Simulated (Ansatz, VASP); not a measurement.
**One calculation of SiO2, two programs**

File INCAR:

```
ALGO = Normal
EDIFF = 1E-6
EDIFFG = -0.01
ENCUT = 600
GGA = PE
IBRION = 2
ISIF = 3
ISMEAR = -1
IVDW = 13
LASPH = True
LCHARG = False
LREAL = False
LWAVE = False
NELM = 60
NSW = 60
PREC = Accurate
SIGMA = 0.05
```

KPOINTS

```
k-points
0
Gamma
  6 6 6
```

The input POSCAR:

```
SiO2
1.0
   -4.4720405200      4.4720405200      2.6117703500
    4.4720405200     -4.4720405200      2.6117703500
    4.4720405200      4.4720405200     -2.6117703500
Si O
4 8
Direct
    0.8231114200      0.8231114200      0.6462228400
    0.1768885800      0.8231114200      0.0000000000
    0.8231114200      0.1768885800      0.0000000000
    0.1768885800      0.1768885800      0.3537771600
    0.0000000000      0.7914513400      0.7914513400
    0.2085486600      0.0000000000      0.2085486600
    0.7914513400      0.0000000000      0.7914513400
    0.0000000000      0.2085486600      0.2085486600
    0.0000000000      0.0000000000      0.5000000000
    0.5000000000      0.0000000000      0.0000000000
    0.0000000000      0.5000000000      0.0000000000
    0.5000000000      0.5000000000      0.5000000000
```

The input input.yaml:

```yaml
crystal:
  lattice:
    - [-4.47204052, 4.47204052, 2.61177035]
    - [4.47204052, -4.47204052, 2.61177035]
    - [4.47204052, 4.47204052, -2.61177035]
  atoms:
    - { symbol: Si, position: [0.82311142, 0.82311142, 0.64622284] }
    - { symbol: Si, position: [0.17688858, 0.82311142, 0.0] }
    - { symbol: Si, position: [0.82311142, 0.17688858, 0.0] }
    - { symbol: Si, position: [0.17688858, 0.17688858, 0.35377716] }
    - { symbol: O, position: [0.0, 0.79145134, 0.79145134] }
    - { symbol: O, position: [0.20854866, 0.0, 0.20854866] }
    - { symbol: O, position: [0.79145134, 0.0, 0.79145134] }
    - { symbol: O, position: [0.0, 0.20854866, 0.20854866] }
    - { symbol: O, position: [0.0, 0.0, 0.5] }
    - { symbol: O, position: [0.5, 0.0, 0.0] }
    - { symbol: O, position: [0.0, 0.5, 0.0] }
    - { symbol: O, position: [0.5, 0.5, 0.5] }
hamiltonian:
  xc: pbe
  pseudopotentials: { kind: paw }
  dispersion: d4
kpoints:
  mp_grid: { grid: [6, 6, 6] }
scf:
  occupations: { method: fermi_dirac, width: 0.05 }
output:
  forces: true
  stress: true
  eigenvalues: true
relax:
  f_tol: 0.01
  max_steps: 40
  cell: { stress_tol: 0.05 }
```

Alike in both runs: task relaxation of cell and atoms; functional PBE; dispersion D4; k mesh 6 × 6 × 6; occupations fermi-dirac, width 0.05 eV; no spin polarisation.

|  | VASP | Ansatz |
| --- | --- | --- |
| version | VASP 6.6.1 | Ansatz 0.2.0 |
| potentials or method | VASP PAW PBE potentials, release 64 (Si, O) | Ansatz PAW |
| plane-wave cutoff (eV) | 600 | 420 |
| valence electrons in the cell | 64 | 64 |

```tsv
	VASP	Ansatz	Ansatz less VASP
gap on the k mesh at the Fermi level, each at its own relaxed structure (eV)	5.37	5.37	-0.004
relaxed volume (Å³/atom)	17.78	17.79	+0.014
relaxed length of the cell vector where the two differ most in proportion (Å)	6.886	6.889	+0.0023
```

Noted on Ansatz's run: the plane-wave basis is chosen anew once the cell has moved, so the energies of steps on either side of that aren't comparable.
